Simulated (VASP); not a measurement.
A run of VASP 6.6.1 is set up as follows.

Contents of INCAR:

```
  PREC = Accurate
  ENCUT = 650
  EDIFF = 1E-6
  ISMEAR = 0
  SIGMA = 0.05
  LREAL = False
  LASPH = True
  NELM = 120
  ALGO = Normal
  ISIF = 2
  LWAVE = False
  LCHARG = False
  NBANDS = 34
  GGA_COMPAT = False
```

File KPOINTS:

```
Automatic mesh
0
Gamma
  2 2 2
```

File POSCAR:

```
LiF3
1.0
    4.4183075800      0.0000000000      0.0000000000
   -2.2091537900      3.8263666100      0.0000000000
    0.0000000000      0.0000000000      4.6530210000
Li F
2 6
Direct
    0.3354975167      0.6612035014      0.7675995875
    0.6834198386      0.3154488639      0.2745964396
    0.1538355411      0.3228556294      0.2482387249
    0.1483808634      0.8389444419      0.2475363855
    0.6740851344      0.8497518224      0.2309473781
    0.8412952587      0.6510842410      0.7321071622
    0.8331361095      0.1648326113      0.7877901260
    0.3475154600      0.1574133013      0.7497844948
```

Potentials or basis: VASP PAW LDA potentials, release 64 (Li_sv, F).

Launch:

```bash
$ cat potpaw_LDA.64/Li_sv/POTCAR potpaw_LDA.64/F/POTCAR > POTCAR
$ mpirun -np 1 vasp_std > vasp.out
```

Predict the largest force.

0.950 eV/Å.

Predict the band gap on the k mesh.

zero (bands 24 and 25 overlap by 0.13 eV).

Predict the pressure.

-9.1 GPa.

Forces in eV/Å, atoms in the order of the input:
```
Li   0.010 -0.009  0.117
Li  -0.029  0.033  0.029
F    0.140  0.743  0.160
F    0.578 -0.262 -0.180
F   -0.583 -0.585  0.470
F   -0.102  0.047  0.279
F    0.114 -0.007 -0.892
F   -0.128  0.041  0.017
```

Caveat: the k points lie up to 0.82 Å⁻¹ apart, too coarse for converged energies, forces and pressures.
